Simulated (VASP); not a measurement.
Runs of VASP 6.6.1 on TaCo3. The structure is that of space group Pm-3m (No. 221), or close to it. The cells are those of the table. 

| spin | cell | gap on the mesh (eV) | pressure (GPa) | moment (μB) |
| --- | --- | --- | --- | --- |
| collinear, ferromagnetic start | a = 3.900 Å, 4 atoms | none | -41.6 | 1.75 |
| collinear, ferromagnetic start | a = 3.811 Å, 4 atoms | none | (a) | (b) |
| off | a = 3.349 Å, 4 atoms | none | 79.4 | - |
| off | a = 3.435 Å, 4 atoms | none | 38.9 | - |
| off | a = 3.670 Å, 4 atoms | none | -22.0 | - |
| off | a = 3.742 Å, 4 atoms | none | -31.4 | - |
| off | a = 3.811 Å, 4 atoms | none | -37.7 | - |
| off | a = 3.900 Å, 4 atoms | none | -43.0 | - |
| off | a = 3.259 Å, 4 atoms | none | 137.9 | - |
| off | a = 3.595 Å, 4 atoms | none | (c) | - |
| off | a = 3.517 Å, 4 atoms | none | 11.0 | - |

Alike in all rows: task single point; level LDA; potentials or basis VASP PAW LDA potentials, release 64 (Ta_pv, Co); k mesh 9 × 9 × 9; cutoff (eV) 520; smearing fermi-dirac 0.08 eV.

Problem. Estimate the missing entries.

Solution. (a) -36.4; (b) 1.54; (c) -8.4.

Caveats: spin-orbit coupling is left out, which moves the levels of the heavy elements.

A k mesh can miss the band edges, and the runs leave out spin-orbit coupling on Ta.

A gap of «none» marks levels without a gap at the run's occupations.
